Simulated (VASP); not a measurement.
A run of VASP 6.6.1 is set up as follows.

Contents of INCAR:

```
ALGO     = Normal         # electronic algorithm
EDIFF    = 1E-6           # SCF threshold, eV
ENCUT    = 520            # plane-wave cutoff, eV
ISIF     = 2              # what is computed and relaxed
ISMEAR   = 0              # smearing method
LASPH    = T              # aspherical terms in the spheres
LCHARG   = F              # write CHGCAR
LREAL    = F              # projectors in reciprocal space
LWAVE    = F              # write WAVECAR
NBANDS   = 34             # bands
NELM     = 60             # most SCF steps
PREC     = Accurate       # precision mode
SIGMA    = 0.2            # smearing width, eV
```

File KPOINTS:

```
k-points
0
Gamma
  5 5 5
```

Contents of POSCAR:

```
CdIn3
1.0
    5.2687120000      0.0000000000      0.0000000000
    2.6343560000      4.5628384372      0.0000000000
    2.6343560000      1.5209461457      4.3018853339
Cd In
1 3
Direct
    0.0000000000      0.0000000000      0.0000000000
    0.2500000000      0.2500000000      0.2500000000
    0.7500000000      0.7500000000      0.7500000000
    0.5000000000      0.5000000000      0.5000000000
```

Potentials or basis: VASP PAW LDA potentials, release 64 (Cd, In_d).

Launch:

```bash
$ cat potpaw_LDA.64/Cd/POTCAR potpaw_LDA.64/In_d/POTCAR > POTCAR
$ mpirun -np 1 vasp_std > vasp.out
```

Q: What does it give for the pressure?

A: -3.1 GPa.

Q: What does it give for the band gap on the k mesh?

A: Zero (an odd number of electrons rules out a gap without spin polarisation).

Caveat: the cell stands under tension; spin-orbit coupling is left out, which moves the levels of the heavy elements.
